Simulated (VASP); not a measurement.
Input of a VASP 6.6.1 run:

POSCAR

```
SnSe2
1.0
    3.9173715139      0.0000000000      0.0000000000
   -1.9586857569      3.3093926773      0.0000000000
    0.0000000000      0.0000000000      6.4920087002
Sn Se
1 2
Direct
    0.0000000000      0.0000000000      0.0000000000
    0.6666666667      0.3333333333      0.7587693369
    0.3333333333      0.6666666667      0.2412306631
```

File INCAR.step1:

```
SYSTEM = SnSe2
PREC = Accurate
ENCUT = 520
ISMEAR = 0
SIGMA = 0.02
LREAL = .False.
LASPH = .True.
NELM = 100
NBANDS = 20
GGA = PE
ALGO = Normal
EDIFF = 1E-4
LWAVE = .True.
LCHARG = .False.
```

File INCAR.step2:

```
SYSTEM = SnSe2
PREC = Accurate
ENCUT = 520
EDIFF = 1E-6
ISMEAR = 0
SIGMA = 0.02
LREAL = .False.
LASPH = .True.
NELM = 100
ALGO = Normal
ISIF = 2
LWAVE = .False.
LCHARG = .False.
METAGGA = R2SCAN
LMIXTAU = .True.
NBANDS = 20
ISTART = 1
```

File KPOINTS:

```
Automatic mesh
0
Gamma
  12 12 4
  0 0 0
```

Potentials or basis: VASP PAW PBE potentials, release 64 (Sn_d, Se).

Launch:

```bash
$ cat potpaw_PBE.64/Sn_d/POTCAR potpaw_PBE.64/Se/POTCAR > POTCAR
$ cp INCAR.step1 INCAR
$ mpirun -np 1 vasp_std > vasp.out
$ cp INCAR.step2 INCAR
$ mpirun -np 1 vasp_std > vasp.out
```

(1) Estimate the band gap on the k mesh.

(2) Estimate the pressure.

(3) Estimate the largest force.

## Answers

(1) 0.97 eV (least direct gap 1.45 eV).

(2) -0.6 GPa.

(3) 0.007 eV/Å.

Caveat: the cell differs from its parent crystal (uniaxial strain along a: +2.0 %); the PAW data sets were made with another functional, which shifts forces and pressure a little; spin-orbit coupling is left out, which moves the levels of the heavy elements.
